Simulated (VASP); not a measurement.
# BaTiO3 (Pm-3m) in VASP: single point with PBEsol

Aim: the single point of BaTiO3 with PBEsol.

Everything below comes from runs of VASP 6.6.1. Logs are shortened: lines on timing, memory, paths and dates and some standing lists are left out, and cuts for length are marked.

### Step 1. The cell of the first run

Symmetry: Pm-3m, No. 221, cubic system. The conventional cell has a = 4.006 Å, b = 4.006 Å, c = 4.006 Å, α = 90.00°, β = 90.00°, γ = 90.00°. Within 3.7 Å of Ba (site symmetry m-3m) lie 12 O at 2.83 Å and 8 Ti at 3.47 Å. Ti (site symmetry m-3m) has 6 O at 2.00 Å within 2.7 Å. O (site symmetry 4/mmm) has 2 Ti at 2.00 Å within 2.7 Å.

### Step 2. Single point, PBEsol

INCAR reads:

```
SYSTEM = BaTiO3
ALGO = Normal
EDIFF = 1E-6
ENCUT = 1340
GGA = PS
GGA_COMPAT = .FALSE.
ISIF = 2
ISMEAR = 0
LASPH = .TRUE.
LCHARG = .FALSE.
LREAL = .FALSE.
LWAVE = .FALSE.
NBANDS = 28
NELM = 120
PREC = Accurate
SIGMA = 0.05
```

KPOINTS reads:

```
k-points
0
G
  6 6 6
  0 0 0
```

POSCAR reads:

```
BaTiO3
1.0
    4.0060000000      0.0000000000      0.0000000000
    0.0000000000      4.0060000000      0.0000000000
    0.0000000000      0.0000000000      4.0060000000
Ba Ti O
1 1 3
Direct
    0.5000000000      0.5000000000      0.5000000000
    0.0000000000      0.0000000000      0.0000000000
    0.5000000000      0.0000000000      0.0000000000
    0.0000000000      0.5000000000      0.0000000000
    0.0000000000      0.0000000000      0.5000000000
```

Potentials or basis: VASP PAW PBE potentials, release 64 (Ba_sv, Ti_sv, O_h).

Command:

```bash
$ cat potpaw_PBE.64/Ba_sv/POTCAR potpaw_PBE.64/Ti_sv/POTCAR potpaw_PBE.64/O_h/POTCAR > POTCAR
$ mpirun -np 1 vasp_std > vasp.out
```

OUTCAR:

```text
SYSTEM = BaTiO3
   EDIFF = 1E-6
   ENCUT = 1340
   GGA = PS
   ISIF = 2
   ISMEAR = 0
   LASPH = .TRUE.
   LREAL = .FALSE.
   NELM = 120
   PREC = Accurate

 ion  position               nearest neighbor table
   1  0.500  0.500  0.500-   3 2.83   4 2.83   5 2.83   3 2.83   4 2.83   3 2.83   5 2.83   3 2.83
                             4 2.83   5 2.83   4 2.83   5 2.83   2 3.47   2 3.47   2 3.47   2 3.47
   2  0.000  0.000  0.000-   3 2.00   4 2.00   5 2.00   5 2.00   4 2.00   3 2.00   1 3.47   1 3.47
                             1 3.47   1 3.47   1 3.47   1 3.47   1 3.47   1 3.47
   3  0.500  0.000  0.000-   2 2.00   2 2.00   1 2.83   1 2.83   1 2.83   1 2.83
   4  0.000  0.500  0.000-   2 2.00   2 2.00   1 2.83   1 2.83   1 2.83   1 2.83
   5  0.000  0.000  0.500-   2 2.00   2 2.00   1 2.83   1 2.83   1 2.83   1 2.83

  LATTYP: Found a simple cubic cell.
 ALAT       =     4.0060000000

  Lattice vectors:

 A1 = (   4.0060000000,   0.0000000000,   0.0000000000)
 A2 = (   0.0000000000,   4.0060000000,   0.0000000000)
 A3 = (   0.0000000000,   0.0000000000,   4.0060000000)

Analysis of symmetry for initial positions (statically):
=====================================================================
 Subroutine PRICEL returns:
 Original cell was already a primitive cell.

 Routine SETGRP: Setting up the symmetry group for a
 simple cubic supercell.

 Subroutine GETGRP returns: Found 48 space group operations
 (whereof 48 operations were pure point group operations)
 out of a pool of 48 trial point group operations.

The static configuration has the point symmetry O_h .

Analysis of symmetry for dynamics (positions and initial velocities):
=====================================================================
 Subroutine PRICEL returns:
 Original cell was already a primitive cell.

 Routine SETGRP: Setting up the symmetry group for a
 simple cubic supercell.

 Subroutine GETGRP returns: Found 48 space group operations
 (whereof 48 operations were pure point group operations)
 out of a pool of 48 trial point group operations.

The dynamic configuration has the point symmetry O_h .

 Subroutine INISYM returns: Found 48 space group operations
 (whereof 48 operations are pure point group operations),
 and found     1 'primitive' translations

----------------------------------------------------------------------------------------

                                     Primitive cell

  volume of cell :      64.2884

  direct lattice vectors                    reciprocal lattice vectors
     4.006000000  0.000000000  0.000000000     0.249625562  0.000000000  0.000000000
     0.000000000  4.006000000  0.000000000     0.000000000  0.249625562  0.000000000
     0.000000000  0.000000000  4.006000000     0.000000000  0.000000000  0.249625562

  length of vectors
     4.006000000  4.006000000  4.006000000     0.249625562  0.249625562  0.249625562

  position of ions in fractional coordinates (direct lattice)
     0.500000000  0.500000000  0.500000000
     0.000000000  0.000000000  0.000000000
     0.500000000  0.000000000  0.000000000
     0.000000000  0.500000000  0.000000000
     0.000000000  0.000000000  0.500000000

  ion indices of the primitive-cell ions
   primitive index   ion index
                 1           1
                 2           2
                 3           3
                 4           4
                 5           5

----------------------------------------------------------------------------------------

 KPOINTS: k-points

Automatic generation of k-mesh.
 Grid dimensions read from file:
 generate k-points for:    6    6    6

 Generating k-lattice:

  Cartesian coordinates                     Fractional coordinates (reciprocal lattice)
     0.041604260  0.000000000  0.000000000     0.166666667  0.000000000  0.000000000
     0.000000000  0.041604260  0.000000000     0.000000000  0.166666667  0.000000000
     0.000000000  0.000000000  0.041604260     0.000000000  0.000000000  0.166666667

  Length of vectors
     0.041604260  0.041604260  0.041604260

  Shift w.r.t. Gamma in fractional coordinates (k-lattice)
     0.000000000  0.000000000  0.000000000

 Subroutine IBZKPT returns following result:
 ===========================================

 Found     20 irreducible k-points:

 Following reciprocal coordinates:
            Coordinates               Weight
  0.000000  0.000000  0.000000      1.000000
  0.166667  0.000000  0.000000      6.000000
  0.333333  0.000000  0.000000      6.000000
  0.500000  0.000000  0.000000      3.000000
  0.166667  0.166667  0.000000     12.000000
  0.333333  0.166667  0.000000     24.000000
[... 12 lines left out ...]
  0.500000  0.500000  0.333333      6.000000
  0.500000  0.500000  0.500000      1.000000
   k-points           NKPTS =     20   k-points in BZ     NKDIM =     20   number of bands    NBANDS=     28
   number of dos      NEDOS =    301   number of ions     NIONS =      5
   total plane-waves  NPLWV = 110592
   dimension x,y,z NGX =    48 NGY =   48 NGZ =   48
   dimension x,y,z NGXF=    96 NGYF=   96 NGZF=   96
   ions per type =               1   1   3
   NGX,Y,Z   is equivalent  to a cutoff of  19.92, 19.92, 19.92 a.u.
   NGXF,Y,Z  is equivalent  to a cutoff of  39.84, 39.84, 39.84 a.u.
 SYSTEM =  BaTiO3
   PREC   = accura    normal or accurate (medium, high low for compatibility)
   ISTART =      0    job   : 0-new  1-cont  2-samecut
   ICHARG =      2    charge: 1-file 2-atom 10-const
   ISPIN  =      1    spin polarized calculation?
   LNONCOLLINEAR =      F non collinear calculations
   LSORBIT =      F    spin-orbit coupling
   LASPH  =      T    aspherical Exc in radial PAW
   ENCUT  = 1340.0 eV  98.49 Ry    9.92 a.u.  11.96 11.96 11.96*2*pi/ulx,y,z
   NELM   =    120;   NELMIN=  2; NELMDL= -5     # of ELM steps
   EDIFF  = 0.1E-05   stopping-criterion for ELM
   LREAL  =      F    real-space projection
   EDIFFG = 0.1E-04   stopping-criterion for IOM
   NSW    =      0    number of steps for IOM
   IBRION =     -1    ionic relax: 0-MD 1-quasi-New 2-CG
   NFREE  =      0    steps in history (QN), initial steepest desc. (CG)
   ISIF   =      2    stress and relaxation
   ISYM   =      2    0-nonsym 1-usesym 2-fastsym
   POTIM  = 0.5000    time-step for ionic-motion
   TEBEG  =    0.0;   TEEND  =   0.0 temperature during run
   PSTRESS=    0.0 pullay stress
   NELECT =      40.0000    total number of electrons
   NUPDOWN=      -1.0000    fix difference up-down
   EMIN   =  10.00;   EMAX   =-10.00  energy-range for DOS
   EFERMI =   0.00;   METHOD = LEGACY
   ISMEAR =     0;   SIGMA  =   0.05  broadening in eV -4-tet -1-fermi 0-gaus
   EFERMI_NEDOS =   21; number of points for ismear=-14 and -15
   IALGO  =     38    algorithm
   IMIX   =      4    mixing-type and parameters
     AMIX     =   0.40;   BMIX     =  1.00
     AMIX_MAG =   1.60;   BMIX_MAG =  1.00
  volume/ion in A,a.u.               =      12.86        86.77
  Fermi-wavevector in a.u.,A,eV,Ry     =   1.397603  2.641087 26.576187  1.953295
  Thomas-Fermi vector in A             =   2.520843
   LORBIT       =      0    0 simple, 1 ext, 2 COOP (PROOUT), +10 PAW based schemes
   GGA     = PS    functional components
   LHFCALC =     F    Hartree Fock is set to
   AEXX    =    0.0000 exact exchange contribution
   IVDW    =     0    specifies the selected vdW correction
   LEPSILON=     F    determine dielectric tensor
   LRPA    =     F    only Hartree local field effects (RPA)
 non-spin polarized calculation
 Gauss-broadening in eV      SIGMA  =   0.05
  energy-cutoff  :     1340.00
  volume of cell :       64.29
 maximum number of plane-waves:      7208
 NGX is ok and might be reduce to    48
   NGX = 23   NGY = 23   NGZ = 23

 number of electron      40.0000000 magnetization

 Free energy of the ion-electron system (eV)
  ---------------------------------------------------
  ext. energy  EPLUGINS =         0.00000000
  ---------------------------------------------------
  free energy    TOTEN  =       -41.99549539 eV

  energy without entropy =      -41.99549539  energy(sigma->0) =      -41.99549539

 E-fermi :   4.3326     XC(G=0): -11.5082

 val. band max:        4.0250270434   @ k =   0.5000   0.5000   0.5000
 cond. band min:       5.7230590026   @ k =   0.0000   0.0000   0.0000
 fundamental gap:      1.6980319592
 Fermi energy:         4.3325819281

 k-point     1 :       0.0000    0.0000    0.0000
  band No.  band energies     occupation
      1     -52.3547      2.00000
      2     -28.6764      2.00000
      3     -28.6764      2.00000
      4     -28.6764      2.00000
      5     -20.7349      2.00000
      6     -12.7804      2.00000
[... 20 lines left out ...]
     27       8.9417      0.00000
     28      11.1875      0.00000

 k-point     2 :       0.1667    0.0000    0.0000
  band No.  band energies     occupation
      1     -52.3544      2.00000
      2     -28.6897      2.00000
      3     -28.6759      2.00000
      4     -28.6759      2.00000
      5     -20.7052      2.00000
      6     -12.8016      2.00000
[... 20 lines left out ...]
     27       9.4822      0.00000
     28      11.8518      0.00000

 k-point     3 :       0.3333    0.0000    0.0000
  band No.  band energies     occupation
      1     -52.3539      2.00000
      2     -28.7161      2.00000
      3     -28.6749      2.00000
      4     -28.6749      2.00000
      5     -20.6446      2.00000
      6     -12.9281      2.00000
[... 20 lines left out ...]
     27      10.7395      0.00000
     28      12.2468      0.00000

 k-point     4 :       0.5000    0.0000    0.0000
  band No.  band energies     occupation
      1     -52.3536      2.00000
      2     -28.7292      2.00000
      3     -28.6744      2.00000
      4     -28.6744      2.00000
      5     -20.6136      2.00000
      6     -13.0134      2.00000
[... 20 lines left out ...]
     27      11.5139      0.00000
     28      12.1546      0.00000

 k-point     5 :       0.1667    0.1667    0.0000
  band No.  band energies     occupation
      1     -52.3542      2.00000
      2     -28.6894      2.00000
      3     -28.6888      2.00000
      4     -28.6754      2.00000
      5     -20.6781      2.00000
      6     -12.7794      2.00000
[... 20 lines left out ...]
     27      10.0075      0.00000
     28      12.1146      0.00000

 k-point     6 :       0.3333    0.1667    0.0000
  band No.  band energies     occupation
      1     -52.3537      2.00000
      2     -28.7153      2.00000
      3     -28.6879      2.00000
      4     -28.6744      2.00000
      5     -20.6227      2.00000
      6     -12.8278      2.00000
[... 339 lines left out ...]
      5     -20.5221      2.00000
      6     -12.2903      2.00000
[... 20 lines left out ...]
     27      11.7858      0.00000
     28      11.7858      0.00000

 k-point    18 :       0.5000    0.3333    0.3333
  band No.  band energies     occupation
      1     -52.3522      2.00000
      2     -28.7245      2.00000
      3     -28.7113      2.00000
      4     -28.7110      2.00000
      5     -20.5031      2.00000
      6     -12.1817      2.00000
[... 20 lines left out ...]
     27      11.6344      0.00000
     28      11.7243      0.00000

 k-point    19 :       0.5000    0.5000    0.3333
  band No.  band energies     occupation
      1     -52.3519      2.00000
      2     -28.7238      2.00000
      3     -28.7238      2.00000
      4     -28.7105      2.00000
      5     -20.4853      2.00000
      6     -12.0004      2.00000
[... 20 lines left out ...]
     27      11.3660      0.00000
     28      11.7207      0.00000

 k-point    20 :       0.5000    0.5000    0.5000
  band No.  band energies     occupation
      1     -52.3517      2.00000
      2     -28.7232      2.00000
      3     -28.7232      2.00000
      4     -28.7232      2.00000
      5     -20.4682      2.00000
      6     -11.8511      2.00000
[... 20 lines left out ...]
     27      11.7208      0.00000
     28      11.7208      0.00000

------------------------ aborting loop because EDIFF is reached ----------------------------------------

  FORCE on cell =-STRESS in cart. coord.  units (eV):
  Direction    XX          YY          ZZ          XY          YZ          ZX
  --------------------------------------------------------------------------------------
  -------------------------------------------------------------------------------------
  Total       -1.1797904     -1.1797904     -1.1797904     -0.0000000      0.0000000     -0.0000000
  in kB      -29.4023871    -29.4023871    -29.4023871     -0.0000000      0.0000000     -0.0000000
  external PRESSURE =     -29.4023871 kB  Pullay stress =       0.0000000 kB

 VOLUME and BASIS-vectors are now :
 -----------------------------------------------------------------------------
  energy-cutoff  :     1340.00
  volume of cell :       64.29
      direct lattice vectors                 reciprocal lattice vectors
     4.006000000  0.000000000  0.000000000     0.249625562  0.000000000  0.000000000
     0.000000000  4.006000000  0.000000000     0.000000000  0.249625562  0.000000000
     0.000000000  0.000000000  4.006000000     0.000000000  0.000000000  0.249625562

 POSITION                                       TOTAL-FORCE (eV/Angst)
 -----------------------------------------------------------------------------------
      2.00300      2.00300      2.00300         0.000000      0.000000      0.000000
      0.00000      0.00000      0.00000         0.000000      0.000000      0.000000
      2.00300      0.00000      0.00000         0.000000      0.000000      0.000000
      0.00000      2.00300      0.00000         0.000000      0.000000      0.000000
      0.00000      0.00000      2.00300         0.000000      0.000000      0.000000
 -----------------------------------------------------------------------------------
    total drift:                                0.000000      0.000000      0.000000

  FREE ENERGIE OF THE ION-ELECTRON SYSTEM (eV)
  ---------------------------------------------------
  free  energy   TOTEN  =       -41.9954953861 eV

  energy  without entropy=      -41.9954953861  energy(sigma->0) =      -41.99549539
```

Run time: 2 min. Hardware: 1 thread of Intel Xeon Platinum 8259CL at 2.50GHz (Skylake/Cascade Lake), shared host; peak memory 0.42 GiB.

What came out:

```
Free energy            : -41.9955 eV
Pressure               : -2.9 GPa
Band gap on the k mesh : 1.70 eV (least direct gap 1.84 eV)
```

Levels at points of the mesh, in eV from the valence-band top:
```tsv
k point	band 17	band 18	band 19	band 20	band 21	band 22	band 23	band 24
(0.00, 0.00, 0.00)	-1.10	-0.14	-0.14	-0.14	1.70	1.70	1.70	3.92
(0.50, 0.00, 0.00)	-1.85	-1.85	-0.72	-0.72	1.86	3.48	3.48	3.93
(0.50, 0.50, 0.00)	-1.74	-0.88	-0.88	-0.09	3.49	3.49	3.90	4.76
(0.50, 0.50, 0.50)	-2.42	0.00	0.00	0.00	4.16	4.16	4.16	6.62
```

Caveat: the PAW data sets were made with another functional, which shifts forces and pressure a little; spin-orbit coupling is left out, which moves the levels of the heavy elements. Expect the measured gap to be larger: semilocal functionals such as PBEsol lack the derivative discontinuity.
